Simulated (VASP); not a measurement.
EuS:

```
CELL_PARAMETERS angstrom
0.00000 2.97850 2.97850
2.97850 0.00000 2.97850
2.97850 2.97850 0.00000
ATOMIC_POSITIONS crystal
Eu 0.00000 0.00000 0.00000
S 0.50000 0.50000 0.50000
```

Base run:

* Program: VASP 6.6.1
* Functional: PBE
* Potentials or basis: VASP PAW PBE potentials, release 64 (Eu, S)
* Cutoff: 600 eV
* k mesh: 10 × 10 × 10
* Occupations: fermi-dirac, width 0.15 eV
* Spin: collinear spin, ferromagnetic start
* Starting moments: [7.0, 0.0] μB
* Hubbard terms: Eu f U = 2.0 eV

Its results: band gap on the k mesh zero (filled and empty bands overlap); pressure -1.5 GPa; net moment 6.97 μB per cell; site moments Eu +6.62; S -0.07 μB.

**Question.** The run is repeated on the same cell with these changes: hubbard terms from Eu f U = 2.0 eV to Eu f U = 8.0 eV. What comes out?

**Answer.** Band gap on the k mesh 0.93 eV (least direct gap 1.30 eV); pressure 1.6 GPa; net moment 7.00 μB per cell; site moments Eu +6.74; S -0.06 μB.

Caveats: spin-orbit coupling is left out, which moves the levels of the heavy elements; a cell with one magnetic atom can't hold antiferromagnetic order, which such compounds often take.

A k mesh can miss the band edges.
